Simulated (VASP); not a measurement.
A run of VASP 6.6.1:

Contents of INCAR:

```
SYSTEM = SnO
PREC = Accurate
ENCUT = 520
EDIFF = 1E-7
ISMEAR = 0
SIGMA = 0.05
LREAL = .False.
LASPH = .True.
NELM = 60
ALGO = Normal
ISIF = 2
LWAVE = .False.
LCHARG = .False.
GGA = PE
NBANDS = 28
NELECT = 39.5
```

Contents of KPOINTS:

```
regular mesh
0
Gamma
  8 6 8
  0 0 0
```

POSCAR

```
SnO
1.0
    3.3550050000      0.0000000000      0.0000000000
    0.0000000000      5.6741040000      0.0000000000
    0.0000000000      0.0000000000      4.2219700000
Sn O
2 2
Direct
    0.0000000000      0.2319090000      0.5131440000
    0.5000000000      0.7680910000      0.0131440000
    0.0000000000      0.8912500000      0.7368570000
    0.5000000000      0.1087500000      0.2368570000
```

Potentials or basis: VASP PAW PBE potentials, release 64 (Sn_d, O).

Run with:

```console
$ cat potpaw_PBE.64/Sn_d/POTCAR potpaw_PBE.64/O/POTCAR > POTCAR
$ mpirun -np 1 vasp_std > vasp.out
```

Hardware: 1 thread of Intel(R) Xeon(R) Platinum 8488C (Sapphire Rapids), with other jobs on the host.

**Question.** Estimate the wall time of this run.

**Answer.** It took 2.4 min on 1 thread of Intel(R) Xeon(R) Platinum 8488C (Sapphire Rapids) (shared host), peak memory 0.31 GiB. Counts: scf iterations 15, k points 100.
